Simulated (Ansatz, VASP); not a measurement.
## Two plane-wave programs on Si3Sn

File INCAR:

```
PREC     = Accurate       # precision mode
ENCUT    = 600            # plane-wave cutoff, eV
EDIFF    = 1E-6           # SCF threshold, eV
ISMEAR   = 0              # smearing method
SIGMA    = 0.1            # smearing width, eV
LREAL    = F              # projectors in reciprocal space
LASPH    = T              # aspherical terms in the spheres
NELM     = 60             # most SCF steps
ALGO     = Normal         # electronic algorithm
ISIF     = 3              # what is computed and relaxed
LWAVE    = F              # write WAVECAR
LCHARG   = F              # write CHGCAR
GGA      = PE             # functional
IBRION   = 2              # ionic algorithm
NSW      = 90             # ionic steps
EDIFFG   = -0.04          # ionic threshold
```

The input KPOINTS:

```
Automatic mesh
0
Gamma
  6 6 4
```

Contents of POSCAR:

```
Si3Sn
1.0
    3.6152572390      0.0000000000      0.0000000000
    0.0000000000      3.6152572390      0.0000000000
    0.0000000000      0.0000000000      7.1844656480
Si Sn
3 1
Direct
    0.0000000000      0.0000000000      0.6788771822
    0.0000000000      0.0000000000      0.3211228178
    0.0000000000      0.0000000000      0.0000000000
    0.5000000000      0.5000000000      0.5000000000
```

Input for Ansatz:

```yaml
crystal:
  lattice:
    - [3.615257239, 0.0, 0.0]
    - [0.0, 3.615257239, 0.0]
    - [0.0, 0.0, 7.184465648]
  atoms:
    - { symbol: Si, position: [0.0, 0.0, 0.6788771822] }
    - { symbol: Si, position: [0.0, 0.0, 0.3211228178] }
    - { symbol: Si, position: [0.0, 0.0, 0.0] }
    - { symbol: Sn, position: [0.5, 0.5, 0.5] }
basis:
  ecutwfc: 420
kpoints:
  mp_grid: { grid: [6, 6, 4] }
hamiltonian:
  xc: pbe
scf:
  occupations: { method: gaussian, width: 0.1 }
  lower_state_search: "off"
output:
  forces: true
  stress: true
  eigenvalues: true
relax:
  adjacent_minimum: "off"
  f_tol: 0.04
  max_steps: 70
  cell: { stress_tol: 0.4 }
```

Alike in both runs: task relaxation of cell and atoms; functional PBE; k mesh 6 × 6 × 4; occupations gaussian, width 0.1 eV; no spin polarisation.

|  | VASP | Ansatz |
| --- | --- | --- |
| version | VASP 6.6.1 | Ansatz 0.2.0 |
| potentials or method | VASP PAW PBE potentials, release 64 (Si, Sn_d), cutoff 600 eV | scalar-relativistic, plane waves, PAW |
| valence electrons in the cell | 26 | 26 |

Ansatz gave:

```
gap on the k mesh at the Fermi level, each at its own relaxed structure (eV) : none
relaxed volume (Å³/atom)                                                     : 23.61
relaxed cell length with the largest relative difference (Å)                 : 3.622
```

Problem. Which values does VASP return?

Solution. gap on the k mesh at the Fermi level, each at its own relaxed structure (eV): none; relaxed volume (Å³/atom): 23.51; relaxed cell length with the largest relative difference (Å): 3.616.

A gap of «none» marks a metal or a gap that the smearing closes.
